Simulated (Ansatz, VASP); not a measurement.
## Two plane-wave programs on W

File INCAR:

```
SYSTEM = W
ALGO = Fast ; EDIFF = 1E-7
ENCUT = 520 ; GGA = PS
ISIF = 2 ; ISMEAR = 0
LASPH = .TRUE. ; LCHARG = .TRUE.
LELF = .TRUE. ; LREAL = .FALSE.
LVHAR = .TRUE. ; LWAVE = .FALSE.
NBANDS = 13 ; NELM = 80
PREC = Accurate ; SIGMA = 0.15
```

File KPOINTS:

```
k-points
0
G
  20 20 20
  0 0 0
```

The input POSCAR:

```
W
1.0
    0.0000000000      2.0832875000      2.0832875000
    2.0300000000      0.0532875000      2.0300000000
    2.0300000000      2.0300000000      0.0532875000
W
1
Direct
    0.0000000000      0.0000000000      0.0000000000
```

Input for Ansatz:

```yaml
crystal:
  lattice:
    - [0.0, 2.0832875, 2.0832875]
    - [2.03, 0.0532875, 2.03]
    - [2.03, 2.03, 0.0532875]
  atoms:
    - { symbol: W, position: [0.0, 0.0, 0.0] }
basis:
  ecutwfc: 420
kpoints:
  mp_grid: { grid: [20, 20, 20] }
hamiltonian:
  xc: pbesol
scf:
  occupations: { method: gaussian, width: 0.15 }
output:
  forces: true
  stress: true
  eigenvalues: true
```

Change from the starting cell: strain +0.0525 x Voigt [0, 0, 0, 1, 0, 0], atoms carried along.

Alike in both runs: task single point; functional PBEsol; k mesh 20 × 20 × 20; occupations gaussian, width 0.15 eV; no spin polarisation.

|  | VASP | Ansatz |
| --- | --- | --- |
| version | VASP 6.6.1 | Ansatz 0.2.0 |
| potentials or method | VASP PAW PBE potentials, release 64 (W_sv), cutoff 520 eV | scalar-relativistic, plane waves, PAW |
| valence electrons in the cell | 14 | 14 |

```tsv
	VASP	Ansatz	Ansatz less VASP
gap on the k mesh at the Fermi level (eV)	none	none	-
pressure (GPa)	-11.6	-12.0	-0.47
traceless stress, the component that is largest in VASP (GPa)	4.42	4.40	-0.016
```

VASP's potentials were made for PBE, not for PBEsol. A gap of «none» marks a metal or a gap that the smearing closes. The functional is the same, so the differences come from potentials, cutoffs and numerics.

Neither program's run includes spin-orbit coupling.
